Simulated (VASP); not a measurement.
# RbBr: single point with PBE

RbBr:

```
Rb Br
1.0
     0.00000    3.86950    3.86950
     3.79211    0.00000    3.86950
     3.79211    3.86950    0.00000
Rb Br
1 1
Direct
  0.00000 0.00000 0.00000
  0.25000 0.25000 0.25000
```

This cell differs from its parent crystal: uniaxial x strain -2.0%.

```yaml
Program: VASP 6.6.1
Task: single point
Functional: PBE
Potentials_or_basis: VASP PAW PBE potentials, release 64 (Rb_sv, Br)
Cutoff: 520 eV
k_mesh: 4 × 4 × 4
Occupations: gaussian, width 0.01 eV
Spin: no spin polarisation
```

The pressure is 0.4 GPa. The band gap on the k mesh is 4.10 eV (least direct gap 4.20 eV).

Levels at points of the mesh, in eV from the valence-band top:
| k point | band 6 | band 7 | band 8 | band 9 | band 10 | band 11 |
| --- | --- | --- | --- | --- | --- | --- |
| (0.00, 0.00, 0.00) | -0.10 | -0.10 | -0.10 | 4.10 | 8.12 | 8.25 |
| (0.50, 0.00, 0.00) | -0.31 | -0.06 | -0.05 | 6.32 | 6.52 | 7.80 |
| (0.50, 0.50, 0.00) | -0.42 | 0.00 | 0.00 | 5.92 | 6.74 | 8.51 |
| (0.00, 0.50, 0.50) | -0.41 | -0.01 | -0.01 | 5.95 | 6.76 | 8.60 |

Wall time 35 s on 1 thread of Intel(R) Xeon(R) Platinum 8259CL CPU @ 2.50GHz (Skylake/Cascade Lake), with other jobs on the host, peak memory 0.24 GiB.

Caveat: the cell differs from its parent crystal (uniaxial x strain -2.0%); the structure was generated, so it needn't be the stable form of RbBr. A k mesh can miss the band edges.
